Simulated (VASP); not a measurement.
# CdF2 (I4/mmm) in VASP: a series of runs, part 2 of 2

VASP 6.6.1.

**3. Single point, PBE (strain +0.1312 x Voigt [1, 0, 0, 0, 0, 0])**

The input, INCAR:

```
ALGO = Normal
EDIFF = 1E-6
ENCUT = 520
GGA = PE
ISIF = 2
ISMEAR = 0
LASPH = T
LCHARG = T
LELF = T
LREAL = F
LVHAR = T
LWAVE = F
NBANDS = 20
NELM = 80
PREC = Accurate
SIGMA = 0.05
```

The input, KPOINTS:

```
k-points
0
Gamma
  8 8 8
```

The input, POSCAR:

```
CdF2
1.0
    0.0000000000      2.6940000000      2.6940000000
    3.0474528000      0.0000000000      2.6940000000
    3.0474528000      2.6940000000      0.0000000000
Cd F
1 2
Direct
    0.0000000000      0.0000000000      0.0000000000
    0.2500000000      0.2500000000      0.2500000000
    0.7500000000      0.7500000000      0.7500000000
```

Potentials or basis: VASP PAW PBE potentials, release 64 (Cd, F).

On the command line:

```
$ cat potpaw_PBE.64/Cd/POTCAR potpaw_PBE.64/F/POTCAR > POTCAR
$ mpirun -np 1 vasp_std > vasp.out
```

OUTCAR:

```text
EDIFF = 1E-6
   ENCUT = 520
   GGA = PE
   ISIF = 2
   ISMEAR = 0
   LASPH = T
   LREAL = F
   NELM = 80
   PREC = Accurate

 ion  position               nearest neighbor table
   1  0.000  0.000  0.000-   3 2.44   3 2.44   2 2.44   3 2.44   2 2.44   2 2.44   3 2.44   2 2.44

   2  0.250  0.250  0.250-   1 2.44   1 2.44   1 2.44   1 2.44
   3  0.750  0.750  0.750-   1 2.44   1 2.44   1 2.44   1 2.44

  LATTYP: Found a body centered tetragonal cell.
 ALAT       =     3.8098913370
 C/A-ratio  =     1.5997583818

  Lattice vectors:

 A1 = (   3.0474528000,   0.0000000000,   2.6940000000)
 A2 = (   3.0474528000,   0.0000000000,  -2.6940000000)
 A3 = (  -3.0474528000,   2.6940000000,   0.0000000000)

Analysis of symmetry for initial positions (statically):
=====================================================================
 Subroutine PRICEL returns:
 Original cell was already a primitive cell.

 Routine SETGRP: Setting up the symmetry group for a
 body centered tetragonal supercell.

 Subroutine GETGRP returns: Found 16 space group operations
 (whereof 16 operations were pure point group operations)
 out of a pool of 16 trial point group operations.

The static configuration has the point symmetry D_4h.

Analysis of symmetry for dynamics (positions and initial velocities):
=====================================================================
 Subroutine PRICEL returns:
 Original cell was already a primitive cell.

 Routine SETGRP: Setting up the symmetry group for a
 body centered tetragonal supercell.

 Subroutine GETGRP returns: Found 16 space group operations
 (whereof 16 operations were pure point group operations)
 out of a pool of 16 trial point group operations.

The dynamic configuration has the point symmetry D_4h.

[... 107 lines left out ...]
   ISYM   =      2    0-nonsym 1-usesym 2-fastsym
   POTIM  = 0.5000    time-step for ionic-motion
   TEBEG  =    0.0;   TEEND  =   0.0 temperature during run
   PSTRESS=    0.0 pullay stress
   NELECT =      26.0000    total number of electrons
   NUPDOWN=      -1.0000    fix difference up-down
   EMIN   =  10.00;   EMAX   =-10.00  energy-range for DOS
   EFERMI =   0.00;   METHOD = LEGACY
   ISMEAR =     0;   SIGMA  =   0.05  broadening in eV -4-tet -1-fermi 0-gaus
   EFERMI_NEDOS =   21; number of points for ismear=-14 and -15
   IALGO  =     38    algorithm
   IMIX   =      4    mixing-type and parameters
     AMIX     =   0.40;   BMIX     =  1.00
     AMIX_MAG =   1.60;   BMIX_MAG =  1.00
  volume/ion in A,a.u.               =      14.74        99.50
  Fermi-wavevector in a.u.,A,eV,Ry     =   1.371340  2.591457 25.586764  1.880574
  Thomas-Fermi vector in A             =   2.497046
   LORBIT       =      0    0 simple, 1 ext, 2 COOP (PROOUT), +10 PAW based schemes
   GGA     = PE    functional components
   LHFCALC =     F    Hartree Fock is set to
   AEXX    =    0.0000 exact exchange contribution
   IVDW    =     0    specifies the selected vdW correction
   LEPSILON=     F    determine dielectric tensor
   LRPA    =     F    only Hartree local field effects (RPA)
 non-spin polarized calculation
 Gauss-broadening in eV      SIGMA  =   0.05
  energy-cutoff  :      520.00
  volume of cell :       44.23
 maximum number of plane-waves:      1210
   NGX = 15   NGY = 15   NGZ = 15

 number of electron      26.0000013 magnetization

 Free energy of the ion-electron system (eV)
  ---------------------------------------------------
  ext. energy  EPLUGINS =         0.00000000
  ---------------------------------------------------
  free energy    TOTEN  =       -10.72192448 eV

  energy without entropy =      -10.72192448  energy(sigma->0) =      -10.72192448

 E-fermi :  -1.7080     XC(G=0):  -9.7693

 val. band max:       -1.9323126531   @ k =   0.5000  -0.2500   0.2500
 cond. band min:       0.3630782812   @ k =   0.0000   0.0000   0.0000
 fundamental gap:      2.2953909343
 Fermi energy:        -1.7079997266

 k-point     1 :       0.0000    0.0000    0.0000
  band No.  band energies     occupation
      1     -22.3055      2.00000
      2     -21.4502      2.00000
      3      -7.5926      2.00000
      4      -7.4812      2.00000
      5      -7.4812      2.00000
      6      -6.8360      2.00000
[... 541 lines left out ...]
     19      15.9493      0.00000
     20      17.0107      0.00000

 [... further k-points ...]
[... 5 lines left out ...]
  --------------------------------------------------------------------------------------
  -------------------------------------------------------------------------------------
  Total       -3.7897092     -0.3513734     -0.3513734      0.0000000      0.0000000     -0.0000000
  in kB     -137.2632575    -12.7267445    -12.7267445      0.0000000      0.0000000     -0.0000000
  external PRESSURE =     -54.2389155 kB  Pullay stress =       0.0000000 kB

 VOLUME and BASIS-vectors are now :
 -----------------------------------------------------------------------------
  energy-cutoff  :      520.00
  volume of cell :       44.23
      direct lattice vectors                 reciprocal lattice vectors
     0.000000000  2.694000000  2.694000000    -0.164071450  0.185597624  0.185597624
     3.047452800  0.000000000  2.694000000     0.164071450 -0.185597624  0.185597624
     3.047452800  2.694000000  0.000000000     0.164071450  0.185597624 -0.185597624

 POSITION                                       TOTAL-FORCE (eV/Angst)
 -----------------------------------------------------------------------------------
      0.00000      0.00000      0.00000         0.000000      0.000000     -0.000000
      1.52373      1.34700      1.34700        -0.000000     -0.000000     -0.000000
      4.57118      4.04100      4.04100         0.000000      0.000000      0.000000
 -----------------------------------------------------------------------------------
    total drift:                                0.000000      0.000000      0.000000

  FREE ENERGIE OF THE ION-ELECTRON SYSTEM (eV)
  ---------------------------------------------------
  free  energy   TOTEN  =       -10.7219244760 eV

  energy  without entropy=      -10.7219244760  energy(sigma->0) =      -10.72192448
```

OSZICAR:

```text
N       E                     dE             d eps       ncg     rms          rms(c)
DAV:   1     0.188640558179E+03    0.18864E+03   -0.15278E+04  2496   0.129E+03
DAV:   2    -0.408478761371E+01   -0.19273E+03   -0.18545E+03  2600   0.334E+02
DAV:   3    -0.126764097344E+02   -0.85916E+01   -0.85665E+01  2644   0.758E+01
DAV:   4    -0.127142861354E+02   -0.37876E-01   -0.37874E-01  2572   0.525E+00
DAV:   5    -0.127144292473E+02   -0.14311E-03   -0.14311E-03  2692   0.290E-01    0.906E+00
DAV:   6    -0.107069530379E+02    0.20075E+01   -0.46767E+00  3036   0.427E+01    0.619E+00
DAV:   7    -0.107534062351E+02   -0.46453E-01   -0.10909E+00  2424   0.909E+00    0.352E+00
DAV:   8    -0.107356310969E+02    0.17775E-01   -0.22752E-01  2564   0.401E+00    0.860E-01
DAV:   9    -0.107211547714E+02    0.14476E-01   -0.56481E-02  2776   0.233E+00    0.118E-01
DAV:  10    -0.107217584747E+02   -0.60370E-03   -0.36754E-03  2484   0.730E-01    0.148E-01
DAV:  11    -0.107219221083E+02   -0.16363E-03   -0.56064E-04  2624   0.221E-01    0.688E-02
DAV:  12    -0.107219232817E+02   -0.11734E-05   -0.17319E-04  2436   0.106E-01    0.215E-02
DAV:  13    -0.107219252631E+02   -0.19813E-05   -0.25268E-05  2640   0.394E-02    0.878E-03
DAV:  14    -0.107219244760E+02    0.78702E-06   -0.30784E-06  2144   0.186E-02
   1 F= -.10721924E+02 E0= -.10721924E+02  d E =-.218473E-12
```

It took 58 s on 1 thread of Intel Xeon Platinum 8375C at 2.90GHz (Ice Lake), shared host; peak memory 0.19 GiB.

What came out:

```yaml
Free_energy: -10.7219 eV
Pressure: -5.4 GPa
Band_gap_on_the_k_mesh: 2.30 eV, indirect (least direct gap 2.84 eV)
```

Caveat: the cell differs from its parent crystal (strain +0.1312 x Voigt [1, 0, 0, 0, 0, 0]). A k mesh can miss the band edges.

**4. Single point, PBE (strain +0.1500 x Voigt [1, 0, 0, 0, 0, 0])**

The input, INCAR:

```
SYSTEM = CdF2
PREC     = Accurate       ! precision mode
ENCUT    = 520            ! plane-wave cutoff, eV
EDIFF    = 1E-7           ! SCF threshold, eV
ISMEAR   = 0              ! smearing method
SIGMA    = 0.05           ! smearing width, eV
LREAL    = .FALSE.        ! projectors in reciprocal space
LASPH    = .TRUE.         ! aspherical terms in the spheres
NELM     = 80             ! most SCF steps
ALGO     = Normal         ! electronic algorithm
ISIF     = 2              ! what is computed and relaxed
LWAVE    = .FALSE.        ! write WAVECAR
LCHARG   = .FALSE.        ! write CHGCAR
GGA      = PE             ! functional
NBANDS   = 20             ! bands
```

The input, KPOINTS:

```
regular mesh
0
G
  8 8 8
  0 0 0
```

The input, POSCAR:

```
CdF2
1.0
    0.0000000000      2.6940000000      2.6940000000
    3.0981000000      0.0000000000      2.6940000000
    3.0981000000      2.6940000000      0.0000000000
Cd F
1 2
Direct
    0.0000000000      0.0000000000      0.0000000000
    0.2500000000      0.2500000000      0.2500000000
    0.7500000000      0.7500000000      0.7500000000
```

On the command line:

```
$ cat potpaw_PBE.64/Cd/POTCAR potpaw_PBE.64/F/POTCAR > POTCAR
$ mpirun -np 1 vasp_std > vasp.out
```

Run time: 84 s. Hardware: 1 thread of Intel Xeon Platinum 8375C at 2.90GHz (Ice Lake), shared host; peak memory 0.2 GiB.

The run converged. Its results:

| Property | Result |
| --- | --- |
| Free energy | -10.6552 eV |
| Pressure | -6.5 GPa |
| Band gap on the k mesh | 2.16 eV, indirect (least direct gap 2.67 eV) |

Stress tensor (GPa, compression positive):
```
-15.88   0.00   0.00
  0.00  -1.84   0.00
  0.00   0.00  -1.84
```

Levels at points of the mesh, in eV from the valence-band top:
```csv
k point,band 9,band 10,band 11,band 12,band 13,band 14,band 15,band 16,band 17,band 18
"(0.00, 0.00, 0.00)",-0.99,-0.99,-0.69,-0.51,-0.51,2.16,11.65,11.65,12.12,16.17
"(0.50, 0.00, 0.00)",-1.96,-1.65,-1.39,-0.73,-0.63,5.75,8.12,12.74,13.45,16.37
"(0.50, 0.50, 0.00)",-2.70,-2.42,-0.52,-0.19,-0.03,6.48,8.36,11.33,11.74,13.30
"(0.00, 0.50, 0.50)",-2.35,-2.35,-0.82,-0.10,-0.10,6.42,8.89,11.64,13.08,13.08
```

Caveat: the cell differs from its parent crystal (strain +0.1500 x Voigt [1, 0, 0, 0, 0, 0]).

**5. The runs side by side**

```tsv
cell	gap on the mesh (eV)	pressure (GPa)
a = 3.810, b = 4.030, c = 4.030 Å, angles 56.4, 61.8, 61.8°, 3 atoms	2.43	-4.2
a = 3.810, b = 4.068, c = 4.068 Å, angles 55.9, 62.1, 62.1°, 3 atoms	2.30	-5.4
a = 3.810, b = 4.106, c = 4.106 Å, angles 55.3, 62.4, 62.4°, 3 atoms	2.16	-6.5
```

Alike in all rows: task single point; level PBE; potentials or basis VASP PAW PBE potentials, release 64 (Cd, F); no spin polarisation; k mesh 8 × 8 × 8; cutoff (eV) 520; smearing gaussian 0.05 eV.

Absolute energies hang on the potentials; compare differences alone.
